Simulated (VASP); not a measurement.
Write the native input for VASP 6.6.1 that does the following.

* Task: single point
* Functional: PBEsol
* Potentials or basis: VASP PAW PBE potentials, release 64 (Hf_pv, S)
* Cutoff: 520 eV
* k mesh: 6 × 6 × 2
* Occupations: gaussian, width 0.1 eV
* Spin: no spin polarisation
* Dipole correction: no
* Further INCAR settings: ALGO = Normal; EDIFF = 1e-06; NBANDS = 35

The structure of Hf2S lies in POSCAR:

```
Hf2S
1.0
    3.3508169096     -0.0004563784     -0.0000454088
   -1.6758036901      2.9027978024      0.0000252783
   -0.0001576853      0.0000103208     11.6291609992
Hf S
4 2
Direct
    0.6441509689      0.3082095286      0.8983722206
    0.3109979908      0.6416819378      0.3983783315
    0.6441450454      0.3082201671      0.6016959039
    0.3110123176      0.6416798828      0.1016931766
   -0.0226239554     -0.0252089829      0.7500368355
   -0.0222191875     -0.0249242646      0.2500383596
```

One way to write it, as run:

INCAR

```
SYSTEM = Hf2S
  ALGO = Normal
  EDIFF = 1E-6
  ENCUT = 520
  GGA = PS
  ISIF = 2
  ISMEAR = 0
  LASPH = .TRUE.
  LCHARG = .TRUE.
  LELF = .TRUE.
  LREAL = .FALSE.
  LVHAR = .TRUE.
  LWAVE = .FALSE.
  NBANDS = 35
  NELM = 60
  PREC = Accurate
  SIGMA = 0.1
```

KPOINTS

```
k-points
0
G
  6 6 2
  0 0 0
```

Potentials or basis: VASP PAW PBE potentials, release 64 (Hf_pv, S).

Command:

```console
$ cat potpaw_PBE.64/Hf_pv/POTCAR potpaw_PBE.64/S/POTCAR > POTCAR
$ mpirun -np 1 vasp_std > vasp.out
```

It gave:

- Pressure: -0.4 GPa
- Largest force: 0.004 eV/Å
- Band gap on the k mesh: zero (bands 26 and 27 overlap by 1.04 eV)

Caveat: the k points lie up to 0.36 Å⁻¹ apart, too coarse for converged energies and pressures of a metal; the PAW data sets were made with another functional, which shifts forces and pressure a little; spin-orbit coupling is left out, which moves the levels of the heavy elements.

Run time: 110 s on 1 thread of AMD EPYC 9R45 96-Core Processor (Zen 5) (shared host), peak memory 0.29 GiB.
